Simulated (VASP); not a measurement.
Write the native input for VASP 6.6.1 that does the following.

```
Task                   : single point
Functional             : PBE
Potentials or basis    : VASP PAW PBE potentials, release 64 (Be, Se)
Cutoff                 : 520 eV
k mesh                 : 6 × 6 × 6
Occupations            : gaussian, width 0.1 eV
Spin                   : no spin polarisation
Dipole correction      : no
Further INCAR settings : ALGO = Normal; EDIFF = 1e-07; NBANDS = 24
```

The structure of Be3Se4 lies in POSCAR:

```
Be3Se4
1.0
    5.1141682728      0.0000000000      0.0000000000
    0.0000000000      5.1141682728      0.0000000000
    0.0000000000      0.0000000000      5.1141682728
Be Se
3 4
Direct
    0.5000000000      0.0000000000      0.5000000000
    0.0000000000      0.5000000000      0.5000000000
    0.5000000000      0.5000000000      0.0000000000
    0.7502037531      0.7502037531      0.2497962469
    0.2497962469      0.2497962469      0.2497962469
    0.7502037531      0.2497962469      0.7502037531
    0.2497962469      0.7502037531      0.7502037531
```

This cell differs from its parent crystal: atoms taken out.

These files were run (other wordings do the same):

INCAR

```
SYSTEM = Be3Se4
PREC = Accurate ; ENCUT = 520
EDIFF = 1E-7 ; ISMEAR = 0
SIGMA = 0.1 ; LREAL = .FALSE.
LASPH = .TRUE. ; NELM = 100
ALGO = Normal ; ISIF = 2
LWAVE = .FALSE. ; LCHARG = .FALSE.
GGA = PE ; NBANDS = 24
```

KPOINTS

```
Automatic mesh
0
G
  6 6 6
  0 0 0
```

Potentials or basis: VASP PAW PBE potentials, release 64 (Be, Se).

Command:

```bash
$ cat potpaw_PBE.64/Be/POTCAR potpaw_PBE.64/Se/POTCAR > POTCAR
$ mpirun -np 1 vasp_std > vasp.out
```

It gave:

```json
{
 "Pressure": "0.1 GPa",
 "Band gap on the k mesh": "zero (bands 15 and 16 overlap by 1.00 eV)"
}
```

Caveat: the cell differs from its parent crystal (atoms taken out).

Run time: 64 s on 1 thread of Intel(R) Xeon(R) Platinum 8488C (Sapphire Rapids), with other jobs on the host, peak memory 0.26 GiB.
